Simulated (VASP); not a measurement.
# ZnS (Fm-3m) in VASP: further runs

The runs below take ZnS through single point, with LDA.

All numbers are computed with VASP 6.6.1; they aren't measurements. Logs are shortened: lines on timing, memory, paths and dates and some standing lists are left out, and cuts for length are marked.

## Step 1: The cell of the first run

The structure is cubic, space group Fm-3m (No. 225). Conventional cell: a = 4.812 Å, b = 4.812 Å, c = 4.812 Å, α = 90.00°, β = 90.00°, γ = 90.00°. Zn (site symmetry m-3m) has 6 S at 2.41 Å within 3.2 Å. S (site symmetry m-3m) has 6 Zn at 2.41 Å within 3.2 Å.

## Step 2: Single point, LDA (13.93 Å³/atom)

Input file INCAR:

```
PREC = Accurate
ENCUT = 500
EDIFF = 1E-6
ISMEAR = 0
SIGMA = 0.05
LREAL = False
LASPH = True
NELM = 120
ALGO = Normal
ISIF = 2
LWAVE = False
LCHARG = False
NBANDS = 16
GGA_COMPAT = False
```

Input file KPOINTS:

```
regular mesh
0
Gamma
  14 14 14
```

Input file POSCAR:

```
ZnS
1.0
    0.0000000000      2.4059504095      2.4059504095
    2.4059504095      0.0000000000      2.4059504095
    2.4059504095      2.4059504095      0.0000000000
Zn S
1 1
Direct
    0.0000000000      0.0000000000      0.0000000000
    0.5000000000      0.5000000000      0.5000000000
```

Potentials or basis: VASP PAW LDA potentials, release 64 (Zn, S).

The run is started by

```
$ cat potpaw_LDA.64/Zn/POTCAR potpaw_LDA.64/S/POTCAR > POTCAR
$ mpirun -np 1 vasp_std > vasp.out
```

OUTCAR:

```text
PREC = Accurate
   ENCUT = 500
   EDIFF = 1E-6
   ISMEAR = 0
   LREAL = False
   LASPH = True
   NELM = 120
   ISIF = 2

 ion  position               nearest neighbor table
   1  0.000  0.000  0.000-   2 2.41   2 2.41   2 2.41   2 2.41   2 2.41   2 2.41
   2  0.500  0.500  0.500-   1 2.41   1 2.41   1 2.41   1 2.41   1 2.41   1 2.41

  LATTYP: Found a face centered cubic cell.
 ALAT       =     4.8119008190

  Lattice vectors:

 A1 = (   0.0000000000,   2.4059504095,   2.4059504095)
 A2 = (   2.4059504095,   0.0000000000,   2.4059504095)
 A3 = (   2.4059504095,   2.4059504095,   0.0000000000)

Analysis of symmetry for initial positions (statically):
=====================================================================
 Subroutine PRICEL returns:
 Original cell was already a primitive cell.

 Routine SETGRP: Setting up the symmetry group for a
 face centered cubic supercell.

 Subroutine GETGRP returns: Found 48 space group operations
 (whereof 48 operations were pure point group operations)
 out of a pool of 48 trial point group operations.

The static configuration has the point symmetry O_h .

Analysis of symmetry for dynamics (positions and initial velocities):
=====================================================================
 Subroutine PRICEL returns:
 Original cell was already a primitive cell.

 Routine SETGRP: Setting up the symmetry group for a
 face centered cubic supercell.

 Subroutine GETGRP returns: Found 48 space group operations
 (whereof 48 operations were pure point group operations)
 out of a pool of 48 trial point group operations.

The dynamic configuration has the point symmetry O_h .

 Subroutine INISYM returns: Found 48 space group operations
 (whereof 48 operations are pure point group operations),
 and found     1 'primitive' translations

----------------------------------------------------------------------------------------

                                     Primitive cell

  volume of cell :      27.8542

  direct lattice vectors                    reciprocal lattice vectors
     0.000000000  2.405950409  2.405950409    -0.207818082  0.207818082  0.207818082
     2.405950409  0.000000000  2.405950409     0.207818082 -0.207818082  0.207818082
     2.405950409  2.405950409  0.000000000     0.207818082  0.207818082 -0.207818082

  length of vectors
     3.402527700  3.402527700  3.402527700     0.359951477  0.359951477  0.359951477

  position of ions in fractional coordinates (direct lattice)
     0.000000000  0.000000000  0.000000000
     0.500000000  0.500000000  0.500000000

  ion indices of the primitive-cell ions
   primitive index   ion index
                 1           1
                 2           2

----------------------------------------------------------------------------------------

 KPOINTS: regular mesh

Automatic generation of k-mesh.
 Grid dimensions read from file:
 generate k-points for:   14   14   14

 Generating k-lattice:

  Cartesian coordinates                     Fractional coordinates (reciprocal lattice)
    -0.014844149  0.014844149  0.014844149     0.071428571  0.000000000  0.000000000
     0.014844149 -0.014844149  0.014844149     0.000000000  0.071428571  0.000000000
     0.014844149  0.014844149 -0.014844149     0.000000000  0.000000000  0.071428571

  Length of vectors
     0.025710820  0.025710820  0.025710820

  Shift w.r.t. Gamma in fractional coordinates (k-lattice)
     0.000000000  0.000000000  0.000000000

 Subroutine IBZKPT returns following result:
 ===========================================

 Found    104 irreducible k-points:

 Following reciprocal coordinates:
            Coordinates               Weight
  0.000000  0.000000  0.000000      1.000000
  0.071429  0.000000  0.000000      8.000000
  0.142857  0.000000  0.000000      8.000000
  0.214286  0.000000  0.000000      8.000000
  0.285714  0.000000  0.000000      8.000000
  0.357143  0.000000  0.000000      8.000000
[... 16 lines left out ...]
  0.214286  0.142857  0.000000     24.000000
  0.285714  0.142857  0.000000     24.000000
 [... further k-points ...]
   k-points           NKPTS =    104   k-points in BZ     NKDIM =    104   number of bands    NBANDS=     16
   number of dos      NEDOS =    301   number of ions     NIONS =      2
   total plane-waves  NPLWV =  21952
   dimension x,y,z NGX =    28 NGY =   28 NGZ =   28
   dimension x,y,z NGXF=    56 NGYF=   56 NGZF=   56
   ions per type =               1   1
   NGX,Y,Z   is equivalent  to a cutoff of  13.68, 13.68, 13.68 a.u.
   NGXF,Y,Z  is equivalent  to a cutoff of  27.36, 27.36, 27.36 a.u.
 SYSTEM =  unknown system
   PREC   = accura    normal or accurate (medium, high low for compatibility)
   ISTART =      0    job   : 0-new  1-cont  2-samecut
   ICHARG =      2    charge: 1-file 2-atom 10-const
   ISPIN  =      1    spin polarized calculation?
   LNONCOLLINEAR =      F non collinear calculations
   LSORBIT =      F    spin-orbit coupling
   LASPH  =      T    aspherical Exc in radial PAW
   ENCUT  =  500.0 eV  36.75 Ry    6.06 a.u.   6.20  6.20  6.20*2*pi/ulx,y,z
   NELM   =    120;   NELMIN=  2; NELMDL= -5     # of ELM steps
   EDIFF  = 0.1E-05   stopping-criterion for ELM
   LREAL  =      F    real-space projection
   EDIFFG = 0.1E-04   stopping-criterion for IOM
   NSW    =      0    number of steps for IOM
   IBRION =     -1    ionic relax: 0-MD 1-quasi-New 2-CG
   NFREE  =      0    steps in history (QN), initial steepest desc. (CG)
   ISIF   =      2    stress and relaxation
   ISYM   =      2    0-nonsym 1-usesym 2-fastsym
   POTIM  = 0.5000    time-step for ionic-motion
   TEBEG  =    0.0;   TEEND  =   0.0 temperature during run
   PSTRESS=    0.0 pullay stress
   NELECT =      18.0000    total number of electrons
   NUPDOWN=      -1.0000    fix difference up-down
   EMIN   =  10.00;   EMAX   =-10.00  energy-range for DOS
   EFERMI =   0.00;   METHOD = LEGACY
   ISMEAR =     0;   SIGMA  =   0.05  broadening in eV -4-tet -1-fermi 0-gaus
   EFERMI_NEDOS =   21; number of points for ismear=-14 and -15
   IALGO  =     38    algorithm
   IMIX   =      4    mixing-type and parameters
     AMIX     =   0.40;   BMIX     =  1.00
     AMIX_MAG =   1.60;   BMIX_MAG =  1.00
  volume/ion in A,a.u.               =      13.93        93.98
  Fermi-wavevector in a.u.,A,eV,Ry     =   1.415367  2.674655 27.256049  2.003263
  Thomas-Fermi vector in A             =   2.536813
   LORBIT       =      0    0 simple, 1 ext, 2 COOP (PROOUT), +10 PAW based schemes
   GGA     = CA    functional components
   LHFCALC =     F    Hartree Fock is set to
   AEXX    =    0.0000 exact exchange contribution
   IVDW    =     0    specifies the selected vdW correction
   LEPSILON=     F    determine dielectric tensor
   LRPA    =     F    only Hartree local field effects (RPA)
 non-spin polarized calculation
 Gauss-broadening in eV      SIGMA  =   0.05
  energy-cutoff  :      500.00
  volume of cell :       27.85
 maximum number of plane-waves:       725
 NGX is ok and might be reduce to    28
   NGX = 13   NGY = 13   NGZ = 13

 number of electron      18.0000013 magnetization

 Free energy of the ion-electron system (eV)
  ---------------------------------------------------
  ext. energy  EPLUGINS =         0.00000000
  ---------------------------------------------------
  free energy    TOTEN  =        -7.55107397 eV

  energy without entropy =       -7.55031909  energy(sigma->0) =       -7.55069653

 E-fermi :   5.7050     XC(G=0): -11.9823

 val. band max:        5.6824717782   @ k =  -0.2857   0.1429   0.0000
 cond. band min:       5.7281762495   @ k =  -0.2143   0.1429   0.0000
 fundamental gap:      0.0457044713
 Fermi energy:         5.7050086539

 k-point     1 :       0.0000    0.0000    0.0000
  band No.  band energies     occupation
      1      -9.6135      2.00000
      2      -1.2641      2.00000
      3      -1.2641      2.00000
      4      -1.2473      2.00000
      5      -1.2473      2.00000
      6      -1.2473      2.00000
[... 8 lines left out ...]
     15      18.1247      0.00000
     16      18.1701      0.00000

 k-point     2 :       0.0714    0.0000    0.0000
  band No.  band energies     occupation
      1      -9.5371      2.00000
      2      -1.2886      2.00000
      3      -1.2886      2.00000
      4      -1.2608      2.00000
      5      -1.2365      2.00000
      6      -1.2365      2.00000
[... 8 lines left out ...]
     15      16.6765      0.00000
     16      17.9912      0.00000

 k-point     3 :       0.1429    0.0000    0.0000
  band No.  band energies     occupation
      1      -9.3113      2.00000
      2      -1.3606      2.00000
      3      -1.3606      2.00000
      4      -1.3080      2.00000
      5      -1.2017      2.00000
      6      -1.2017      2.00000
[... 8 lines left out ...]
     15      15.9990      0.00000
     16      17.6638      0.00000

 k-point     4 :       0.2143    0.0000    0.0000
  band No.  band energies     occupation
      1      -8.9488      2.00000
      2      -1.4620      2.00000
      3      -1.4620      2.00000
      4      -1.4151      2.00000
      5      -1.1502      2.00000
      6      -1.1502      2.00000
[... 8 lines left out ...]
     15      16.4477      0.00000
     16      17.4128      0.00000
[... 324 lines left out ...]
 k-point    22 :       0.1429    0.1429    0.0000
  band No.  band energies     occupation
      1      -9.2164      2.00000
      2      -1.4958      2.00000
      3      -1.2929      2.00000
      4      -1.2390      2.00000
      5      -1.2176      2.00000
      6      -1.2176      2.00000
[... 8 lines left out ...]
     15      18.5304      0.00000
     16      19.5696      0.00000

 k-point    23 :       0.2143    0.1429    0.0000
  band No.  band energies     occupation
      1      -8.9566      2.00000
      2      -1.6118      2.00000
      3      -1.3287      2.00000
      4      -1.2873      2.00000
      5      -1.1910      2.00000
      6      -1.1574      2.00000
[... 8 lines left out ...]
     15      18.2944      0.00000
     16      19.6958      0.00000

 k-point    24 :       0.2857    0.1429    0.0000
  band No.  band energies     occupation
      1      -8.5755      2.00000
      2      -1.7464      2.00000
      3      -1.3982      2.00000
      4      -1.3757      2.00000
      5      -1.1483      2.00000
      6      -1.0890      2.00000
[... 8 lines left out ...]
     15      18.6432      0.00000
     16      19.5874      0.00000

 [... further k-points ...]

------------------------ aborting loop because EDIFF is reached ----------------------------------------

  FORCE on cell =-STRESS in cart. coord.  units (eV):
  Direction    XX          YY          ZZ          XY          YZ          ZX
  --------------------------------------------------------------------------------------
  -------------------------------------------------------------------------------------
  Total        2.2821860      2.2821860      2.2821860     -0.0000000      0.0000000      0.0000000
  in kB      131.2718489    131.2718489    131.2718489     -0.0000000      0.0000000      0.0000000
  external PRESSURE =     131.2718489 kB  Pullay stress =       0.0000000 kB

 VOLUME and BASIS-vectors are now :
 -----------------------------------------------------------------------------
  energy-cutoff  :      500.00
  volume of cell :       27.85
      direct lattice vectors                 reciprocal lattice vectors
     0.000000000  2.405950409  2.405950409    -0.207818082  0.207818082  0.207818082
     2.405950409  0.000000000  2.405950409     0.207818082 -0.207818082  0.207818082
     2.405950409  2.405950409  0.000000000     0.207818082  0.207818082 -0.207818082

 POSITION                                       TOTAL-FORCE (eV/Angst)
 -----------------------------------------------------------------------------------
      0.00000      0.00000      0.00000        -0.000000      0.000000      0.000000
      2.40595      2.40595      2.40595         0.000000      0.000000     -0.000000
 -----------------------------------------------------------------------------------
    total drift:                               -0.000000      0.000000      0.000000

  FREE ENERGIE OF THE ION-ELECTRON SYSTEM (eV)
  ---------------------------------------------------
  free  energy   TOTEN  =        -7.5510739714 eV

  energy  without entropy=       -7.5503190915  energy(sigma->0) =       -7.55069653
```

Wall time 65 s (1 thread of Intel Xeon Platinum 8375C at 2.90GHz (Ice Lake), shared host); peak memory 0.17 GiB.

Results:

```
Free energy            : -7.5511 eV
Pressure               : 13.1 GPa
Band gap on the k mesh : zero (bands 9 and 10 overlap by 0.55 eV)
```

Caveat: the cell stands under pressure; semilocal functionals underestimate gaps, so a narrow gap can read as zero.

[end of part 1 of 3]
